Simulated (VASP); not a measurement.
# PbS (Cmc2_1) in VASP: further runs, part 2 of 2

VASP 6.6.1.

## (3) Single point, PBEsol

INCAR reads:

```
PREC = Accurate
ENCUT = 500
EDIFF = 1E-6
ISMEAR = 0
SIGMA = 0.01
LREAL = False
LASPH = True
NELM = 120
ALGO = Normal
ISIF = 2
LWAVE = False
LCHARG = False
GGA = PS
NBANDS = 28
GGA_COMPAT = False
```

KPOINTS reads:

```
Automatic mesh
0
Gamma
  6 6 4
```

POSCAR reads:

```
PbS
1.0
    2.0569420000     -3.5658295000      0.0000000000
    2.0569420000      3.5658295000      0.0000000000
    0.0000000000      0.0000000000      7.5599450000
Pb S
2 2
Direct
    0.0010320000      0.9989680000      0.5132680000
    0.9989680000      0.0010320000      0.0132680000
    0.6671450000      0.3328550000      0.3075320000
    0.3328550000      0.6671450000      0.8075320000
```

Potentials or basis: VASP PAW PBE potentials, release 64 (Pb_d, S).

Launch:

```
> cat potpaw_PBE.64/Pb_d/POTCAR potpaw_PBE.64/S/POTCAR > POTCAR
> mpirun -np 1 vasp_std > vasp.out
```

OUTCAR:

```text
PREC = Accurate
   ENCUT = 500
   EDIFF = 1E-6
   ISMEAR = 0
   LREAL = False
   LASPH = True
   NELM = 120
   ISIF = 2
   GGA = PS

 ion  position               nearest neighbor table
   1  0.001  0.999  0.513-   3 2.84   3 2.84   3 2.84   4 3.25   4 3.26   4 3.26   2 3.78   2 3.78

   2  0.999  0.001  0.013-   4 2.84   4 2.84   4 2.84   3 3.25   3 3.26   3 3.26   1 3.78   1 3.78

   3  0.667  0.333  0.308-   1 2.84   1 2.84   1 2.84   2 3.25   2 3.26   2 3.26
   4  0.333  0.667  0.808-   2 2.84   2 2.84   2 2.84   1 3.25   1 3.26   1 3.26

  LATTYP: Found a base centered orthorhombic cell.
 ALAT       =     4.1138840000
 B/A-ratio  =     1.7335586030
 C/A-ratio  =     1.8376660596

  Lattice vectors:

 A1 = (   2.0569420000,  -3.5658295000,   0.0000000000)
 A2 = (   2.0569420000,   3.5658295000,   0.0000000000)
 A3 = (   0.0000000000,   0.0000000000,   7.5599450000)

Analysis of symmetry for initial positions (statically):
=====================================================================
 Subroutine PRICEL returns:
 Original cell was already a primitive cell.

 Routine SETGRP: Setting up the symmetry group for a
 base centered orthorhombic supercell.

 Subroutine GETGRP returns: Found  4 space group operations
 (whereof  2 operations were pure point group operations)
 out of a pool of  8 trial point group operations.

The static configuration has the point symmetry C_1h.
 The point group associated with its full space group is C_2v.

Analysis of symmetry for dynamics (positions and initial velocities):
=====================================================================
 Subroutine PRICEL returns:
 Original cell was already a primitive cell.

 Routine SETGRP: Setting up the symmetry group for a
 base centered orthorhombic supercell.

 Subroutine GETGRP returns: Found  4 space group operations
 (whereof  2 operations were pure point group operations)
 out of a pool of  8 trial point group operations.

The dynamic configuration has the point symmetry C_1h.
[... 122 lines left out ...]
   IMIX   =      4    mixing-type and parameters
     AMIX     =   0.40;   BMIX     =  1.00
     AMIX_MAG =   1.60;   BMIX_MAG =  1.00
  volume/ion in A,a.u.               =      27.72       187.10
  Fermi-wavevector in a.u.,A,eV,Ry     =   1.165336  2.202165 18.476813  1.358007
  Thomas-Fermi vector in A             =   2.301863
   LORBIT       =      0    0 simple, 1 ext, 2 COOP (PROOUT), +10 PAW based schemes
   GGA     = PS    functional components
   LHFCALC =     F    Hartree Fock is set to
   AEXX    =    0.0000 exact exchange contribution
   IVDW    =     0    specifies the selected vdW correction
   LEPSILON=     F    determine dielectric tensor
   LRPA    =     F    only Hartree local field effects (RPA)
 non-spin polarized calculation
 Gauss-broadening in eV      SIGMA  =   0.01
  energy-cutoff  :      500.00
  volume of cell :      110.90
 maximum number of plane-waves:      2846
   NGX = 15   NGY = 15   NGZ = 27

 number of electron      40.0000000 magnetization

 Free energy of the ion-electron system (eV)
  ---------------------------------------------------
  ext. energy  EPLUGINS =         0.00000000
  ---------------------------------------------------
  free energy    TOTEN  =       -18.62428114 eV

  energy without entropy =      -18.62428114  energy(sigma->0) =      -18.62428114

 E-fermi :   5.0666     XC(G=0):  -9.5637

 val. band max:        4.9809966322   @ k =   0.3333   0.3333   0.0000
 cond. band min:       5.3784656706   @ k =   0.5000   0.5000   0.0000
 fundamental gap:      0.3974690384
 Fermi energy:         5.0666475626

 k-point     1 :       0.0000    0.0000    0.0000
  band No.  band energies     occupation
      1     -11.7986      2.00000
      2     -11.7556      2.00000
      3     -11.7553      2.00000
      4     -11.7417      2.00000
      5     -11.7414      2.00000
      6     -11.7166      2.00000
[... 733 lines left out ...]
     27      11.3722      0.00000
     28      12.6006      0.00000

 [... further k-points ...]

------------------------ aborting loop because EDIFF is reached ----------------------------------------

  FORCE on cell =-STRESS in cart. coord.  units (eV):
  Direction    XX          YY          ZZ          XY          YZ          ZX
  --------------------------------------------------------------------------------------
  -------------------------------------------------------------------------------------
  Total       -1.1944685     -1.2165719     -1.3759621      0.0000000      0.0000000      0.0000000
  in kB      -17.2565519    -17.5758808    -19.8785998      0.0000000      0.0000000      0.0000000
  external PRESSURE =     -18.2370108 kB  Pullay stress =       0.0000000 kB

 VOLUME and BASIS-vectors are now :
 -----------------------------------------------------------------------------
  energy-cutoff  :      500.00
  volume of cell :      110.90
      direct lattice vectors                 reciprocal lattice vectors
     2.056942000 -3.565829500  0.000000000     0.243079290 -0.140219828  0.000000000
     2.056942000  3.565829500  0.000000000     0.243079290  0.140219828  0.000000000
     0.000000000  0.000000000  7.559945000     0.000000000  0.000000000  0.132276095

 POSITION                                       TOTAL-FORCE (eV/Angst)
 -----------------------------------------------------------------------------------
      2.05694      3.55847      3.88028         0.000000      0.006034     -0.000815
      2.05694     -3.55847      0.10031         0.000000     -0.006034     -0.000815
      2.05694     -1.19202      2.32493         0.000000     -0.003531      0.000815
      2.05694      1.19202      6.10490         0.000000      0.003531      0.000815
 -----------------------------------------------------------------------------------
    total drift:                                0.000000     -0.000000      0.002625

  FREE ENERGIE OF THE ION-ELECTRON SYSTEM (eV)
  ---------------------------------------------------
  free  energy   TOTEN  =       -18.6242811407 eV

  energy  without entropy=      -18.6242811407  energy(sigma->0) =      -18.62428114
```

stdout:

```text
POSCAR found type information on POSCAR PbS
 POSCAR found :  2 types and       4 ions
 scaLAPACK will be used
 -----------------------------------------------------------------------------
|                                                                             |
|                                                                             |
|     You enforced a specific xc type in the INCAR file but a different       |
|     I HOPE YOU KNOW WHAT YOU ARE DOING!                                     |
|                                                                             |
 -----------------------------------------------------------------------------

 LDA part: xc-table for (Slater+PW92), standard interpolation
 POSCAR, INCAR and KPOINTS ok, starting setup
 FFT: planning ... GRIDC
 FFT: planning ... GRID_SOFT
 FFT: planning ... GRID
 WAVECAR not read
 entering main loop
```

Run time: 82 s. Hardware: 1 thread of Intel Xeon Platinum 8259CL at 2.50GHz (Skylake/Cascade Lake), shared host; peak memory 0.27 GiB.

Results:

```yaml
Free_energy: -18.6243 eV
Pressure: -1.8 GPa
Largest_force: 0.006 eV/Å
Band_gap_on_the_k_mesh: 0.40 eV (least direct gap 1.15 eV)
```

Forces in eV/Å, atoms in the order of the input:
```
Pb   0.000  0.006 -0.001
Pb   0.000 -0.006 -0.001
S    0.000 -0.004  0.001
S    0.000  0.004  0.001
```

Stress tensor (GPa, compression positive):
```
-1.73  0.00  0.00
 0.00 -1.76  0.00
 0.00  0.00 -1.99
```

Levels at points of the mesh, in eV from the valence-band top:
| k point | band 16 | band 17 | band 18 | band 19 | band 20 | band 21 | band 22 | band 23 | band 24 | band 25 |
| --- | --- | --- | --- | --- | --- | --- | --- | --- | --- | --- |
| (0.00, 0.00, 0.00) | -1.82 | -1.82 | -1.48 | -1.47 | -0.19 | 0.96 | 3.44 | 3.44 | 3.78 | 3.81 |
| (0.50, 0.00, 0.00) | -3.99 | -2.92 | -1.81 | -1.49 | -0.89 | 0.40 | 2.41 | 2.75 | 3.87 | 4.15 |
| (0.50, 0.50, 0.00) | -4.00 | -2.91 | -1.81 | -1.49 | -0.88 | 0.40 | 2.43 | 2.76 | 3.87 | 4.13 |
| (0.00, 0.00, 0.50) | -1.65 | -1.65 | -1.65 | -1.38 | -1.38 | 2.55 | 2.55 | 3.51 | 3.51 | 3.52 |
| (0.50, 0.00, 0.50) | -3.26 | -2.45 | -2.45 | -2.38 | -2.38 | 2.33 | 2.33 | 3.25 | 3.25 | 3.79 |
| (0.50, 0.50, 0.50) | -3.27 | -2.45 | -2.45 | -2.38 | -2.38 | 2.32 | 2.32 | 3.25 | 3.25 | 3.80 |

Caveat: the PAW data sets were made with another functional, which shifts forces and pressure a little; spin-orbit coupling is left out, which moves the levels of the heavy elements. A k mesh can miss the band edges.

## (4) Single point, LDA

INCAR reads:

```
SYSTEM = PbS
PREC     = Accurate       ! precision mode
ENCUT    = 500            ! plane-wave cutoff, eV
EDIFF    = 1E-6           ! SCF threshold, eV
ISMEAR   = 0              ! smearing method
SIGMA    = 0.01           ! smearing width, eV
LREAL    = .False.        ! projectors in reciprocal space
LASPH    = .True.         ! aspherical terms in the spheres
NELM     = 120            ! most SCF steps
ALGO     = Normal         ! electronic algorithm
ISIF     = 2              ! what is computed and relaxed
LWAVE    = .False.        ! write WAVECAR
LCHARG   = .True.         ! write CHGCAR
LELF     = .True.         ! ELF
LVHAR    = .True.       
NBANDS   = 28             ! bands
GGA_COMPAT= .False.
```

KPOINTS reads:

```
regular mesh
0
Gamma
  6 6 4
  0 0 0
```

POSCAR is that of step 3.

Potentials or basis: VASP PAW LDA potentials, release 64 (Pb_d, S).

Launch:

```
> cat potpaw_LDA.64/Pb_d/POTCAR potpaw_LDA.64/S/POTCAR > POTCAR
> mpirun -np 1 vasp_std > vasp.out
```

OUTCAR:

```text
SYSTEM = PbS
   PREC = Accurate
   ENCUT = 500
   EDIFF = 1E-6
   ISMEAR = 0
   LREAL = .False.
   LASPH = .True.
   NELM = 120
   ISIF = 2

 ion  position               nearest neighbor table
   1  0.001  0.999  0.513-   3 2.84   3 2.84   3 2.84   4 3.25   4 3.26   4 3.26   2 3.78   2 3.78

   2  0.999  0.001  0.013-   4 2.84   4 2.84   4 2.84   3 3.25   3 3.26   3 3.26   1 3.78   1 3.78

   3  0.667  0.333  0.308-   1 2.84   1 2.84   1 2.84   2 3.25   2 3.26   2 3.26
   4  0.333  0.667  0.808-   2 2.84   2 2.84   2 2.84   1 3.25   1 3.26   1 3.26

  LATTYP: Found a base centered orthorhombic cell.
 ALAT       =     4.1138840000
 B/A-ratio  =     1.7335586030
 C/A-ratio  =     1.8376660596

  Lattice vectors:

 A1 = (   2.0569420000,  -3.5658295000,   0.0000000000)
 A2 = (   2.0569420000,   3.5658295000,   0.0000000000)
 A3 = (   0.0000000000,   0.0000000000,   7.5599450000)

Analysis of symmetry for initial positions (statically):
=====================================================================
 Subroutine PRICEL returns:
 Original cell was already a primitive cell.

 Routine SETGRP: Setting up the symmetry group for a
 base centered orthorhombic supercell.

 Subroutine GETGRP returns: Found  4 space group operations
 (whereof  2 operations were pure point group operations)
 out of a pool of  8 trial point group operations.

The static configuration has the point symmetry C_1h.
 The point group associated with its full space group is C_2v.

Analysis of symmetry for dynamics (positions and initial velocities):
=====================================================================
 Subroutine PRICEL returns:
 Original cell was already a primitive cell.

 Routine SETGRP: Setting up the symmetry group for a
 base centered orthorhombic supercell.

 Subroutine GETGRP returns: Found  4 space group operations
 (whereof  2 operations were pure point group operations)
 out of a pool of  8 trial point group operations.

The dynamic configuration has the point symmetry C_1h.
 The point group associated with its full space group is C_2v.

 Subroutine INISYM returns: Found  4 space group operations
 (whereof  2 operations are pure point group operations),
 and found     1 'primitive' translations

----------------------------------------------------------------------------------------

                                     Primitive cell

  volume of cell :     110.8999

  direct lattice vectors                    reciprocal lattice vectors
     2.056942000 -3.565829500  0.000000000     0.243079290 -0.140219828  0.000000000
     2.056942000  3.565829500  0.000000000     0.243079290  0.140219828  0.000000000
     0.000000000  0.000000000  7.559945000     0.000000000  0.000000000  0.132276095

  length of vectors
     4.116570225  4.116570225  7.559945000     0.280622774  0.280622774  0.132276095

  position of ions in fractional coordinates (direct lattice)
     0.001032000  0.998968000  0.513268000
     0.998968000  0.001032000  0.013268000
     0.667145000  0.332855000  0.307532000
     0.332855000  0.667145000  0.807532000

  ion indices of the primitive-cell ions
   primitive index   ion index
                 1           1
                 2           2
                 3           3
                 4           4

----------------------------------------------------------------------------------------
[... 28 lines left out ...]
  0.166667  0.000000  0.000000      4.000000
  0.333333  0.000000  0.000000      4.000000
  0.500000  0.000000  0.000000      2.000000
  0.166667  0.166667  0.000000      2.000000
  0.333333  0.166667  0.000000      4.000000
[... 16 lines left out ...]
  0.333333  0.333333  0.250000      4.000000
  0.500000  0.333333  0.250000      8.000000
 [... further k-points ...]
   k-points           NKPTS =     39   k-points in BZ     NKDIM =     39   number of bands    NBANDS=     28
   number of dos      NEDOS =    301   number of ions     NIONS =      4
   total plane-waves  NPLWV =  50400
   dimension x,y,z NGX =    30 NGY =   30 NGZ =   56
   dimension x,y,z NGXF=    60 NGYF=   60 NGZF=  112
   ions per type =               2   2
   NGX,Y,Z   is equivalent  to a cutoff of  12.12, 12.12, 12.31 a.u.
   NGXF,Y,Z  is equivalent  to a cutoff of  24.23, 24.23, 24.63 a.u.
 SYSTEM =  PbS
   PREC   = accura    normal or accurate (medium, high low for compatibility)
   ISTART =      0    job   : 0-new  1-cont  2-samecut
   ICHARG =      2    charge: 1-file 2-atom 10-const
   ISPIN  =      1    spin polarized calculation?
   LNONCOLLINEAR =      F non collinear calculations
   LSORBIT =      F    spin-orbit coupling
   LASPH  =      T    aspherical Exc in radial PAW
   ENCUT  =  500.0 eV  36.75 Ry    6.06 a.u.   7.51  7.51 13.78*2*pi/ulx,y,z
   NELM   =    120;   NELMIN=  2; NELMDL= -5     # of ELM steps
   EDIFF  = 0.1E-05   stopping-criterion for ELM
   LREAL  =      F    real-space projection
   EDIFFG = 0.1E-04   stopping-criterion for IOM
   NSW    =      0    number of steps for IOM
   IBRION =     -1    ionic relax: 0-MD 1-quasi-New 2-CG
   NFREE  =      0    steps in history (QN), initial steepest desc. (CG)
   ISIF   =      2    stress and relaxation
   ISYM   =      2    0-nonsym 1-usesym 2-fastsym
   POTIM  = 0.5000    time-step for ionic-motion
   TEBEG  =    0.0;   TEEND  =   0.0 temperature during run
   PSTRESS=    0.0 pullay stress
   NELECT =      40.0000    total number of electrons
   NUPDOWN=      -1.0000    fix difference up-down
   EMIN   =  10.00;   EMAX   =-10.00  energy-range for DOS
   EFERMI =   0.00;   METHOD = LEGACY
   ISMEAR =     0;   SIGMA  =   0.01  broadening in eV -4-tet -1-fermi 0-gaus
   EFERMI_NEDOS =   21; number of points for ismear=-14 and -15
   IALGO  =     38    algorithm
   IMIX   =      4    mixing-type and parameters
     AMIX     =   0.40;   BMIX     =  1.00
     AMIX_MAG =   1.60;   BMIX_MAG =  1.00
  volume/ion in A,a.u.               =      27.72       187.10
  Fermi-wavevector in a.u.,A,eV,Ry     =   1.165336  2.202165 18.476813  1.358007
  Thomas-Fermi vector in A             =   2.301863
   LORBIT       =      0    0 simple, 1 ext, 2 COOP (PROOUT), +10 PAW based schemes
   GGA     = CA    functional components
   LHFCALC =     F    Hartree Fock is set to
   AEXX    =    0.0000 exact exchange contribution
   IVDW    =     0    specifies the selected vdW correction
   LEPSILON=     F    determine dielectric tensor
   LRPA    =     F    only Hartree local field effects (RPA)
 non-spin polarized calculation
 Gauss-broadening in eV      SIGMA  =   0.01
  energy-cutoff  :      500.00
  volume of cell :      110.90
 maximum number of plane-waves:      2846
   NGX = 15   NGY = 15   NGZ = 27

 number of electron      40.0000000 magnetization

 Free energy of the ion-electron system (eV)
  ---------------------------------------------------
  ext. energy  EPLUGINS =         0.00000000
  ---------------------------------------------------
  free energy    TOTEN  =       -19.63103627 eV

  energy without entropy =      -19.63103627  energy(sigma->0) =      -19.63103627

 E-fermi :   4.9400     XC(G=0):  -9.7197

 val. band max:        4.8835766466   @ k =   0.3333   0.3333   0.0000
 cond. band min:       5.2254502643   @ k =   0.5000   0.5000   0.0000
 fundamental gap:      0.3418736177
 Fermi energy:         4.9399710720

 k-point     1 :       0.0000    0.0000    0.0000
  band No.  band energies     occupation
      1     -11.9270      2.00000
      2     -11.8853      2.00000
      3     -11.8849      2.00000
      4     -11.8703      2.00000
      5     -11.8700      2.00000
      6     -11.8446      2.00000
[... 733 lines left out ...]
     27      11.2302      0.00000
     28      12.4644      0.00000

 [... further k-points ...]

------------------------ aborting loop because EDIFF is reached ----------------------------------------

  FORCE on cell =-STRESS in cart. coord.  units (eV):
  Direction    XX          YY          ZZ          XY          YZ          ZX
  --------------------------------------------------------------------------------------
  -------------------------------------------------------------------------------------
  Total       -2.2162656     -2.2383418     -2.4646046      0.0000000      0.0000000      0.0000000
  in kB      -32.0185114    -32.3374470    -35.6062788      0.0000000      0.0000000      0.0000000
  external PRESSURE =     -33.3207457 kB  Pullay stress =       0.0000000 kB

 VOLUME and BASIS-vectors are now :
 -----------------------------------------------------------------------------
  energy-cutoff  :      500.00
  volume of cell :      110.90
      direct lattice vectors                 reciprocal lattice vectors
     2.056942000 -3.565829500  0.000000000     0.243079290 -0.140219828  0.000000000
     2.056942000  3.565829500  0.000000000     0.243079290  0.140219828  0.000000000
     0.000000000  0.000000000  7.559945000     0.000000000  0.000000000  0.132276095

 POSITION                                       TOTAL-FORCE (eV/Angst)
 -----------------------------------------------------------------------------------
      2.05694      3.55847      3.88028         0.000000      0.005328     -0.060225
      2.05694     -3.55847      0.10031         0.000000     -0.005328     -0.060225
      2.05694     -1.19202      2.32493         0.000000     -0.003355      0.060225
      2.05694      1.19202      6.10490         0.000000      0.003355      0.060225
 -----------------------------------------------------------------------------------
    total drift:                                0.000000     -0.000000      0.002201

  FREE ENERGIE OF THE ION-ELECTRON SYSTEM (eV)
  ---------------------------------------------------
  free  energy   TOTEN  =       -19.6310362692 eV

  energy  without entropy=      -19.6310362692  energy(sigma->0) =      -19.63103627
```

Run time: 78 s. Hardware: 1 thread of Intel Xeon Platinum 8259CL at 2.50GHz (Skylake/Cascade Lake), shared host; peak memory 0.23 GiB.

Results:

```yaml
Free_energy: -19.6310 eV
Pressure: -3.3 GPa
Largest_force: 0.060 eV/Å
Band_gap_on_the_k_mesh: 0.34 eV (least direct gap 1.15 eV)
```

Forces on the atoms (eV/Å):
```
Pb   0.000  0.005 -0.060
Pb   0.000 -0.005 -0.060
S    0.000 -0.003  0.060
S    0.000  0.003  0.060
```

Stress tensor (GPa, compression positive):
```
-3.20  0.00  0.00
 0.00 -3.23  0.00
 0.00  0.00 -3.56
```

Caveat: the cell stands under tension; spin-orbit coupling is left out, which moves the levels of the heavy elements. A k mesh can miss the band edges.

## (5) Overview

| level | potentials or basis | gap on the mesh (eV) | pressure (GPa) | largest force (eV/Å) |
| --- | --- | --- | --- | --- |
| BLYP | VASP PAW PBE potentials, release 64 (Pb_d, S) | 0.61 | 4.2 | 0.12 |
| PBEsol | VASP PAW PBE potentials, release 64 (Pb_d, S) | 0.40 | -1.8 | 0.01 |
| LDA | VASP PAW LDA potentials, release 64 (Pb_d, S) | 0.34 | -3.3 | 0.06 |

Alike in all rows: task single point; no spin polarisation; cell as given; k mesh 6 × 6 × 4; cutoff (eV) 500; smearing gaussian 0.01 eV.

Caveats: spin-orbit coupling is left out, which moves the levels of the heavy elements; the PAW data sets were made with another functional, which shifts forces and pressure a little (at least some runs); the cell stands under pressure (at least some runs); the cell stands under tension (at least some runs).

Absolute energies hang on the potentials; compare differences alone.
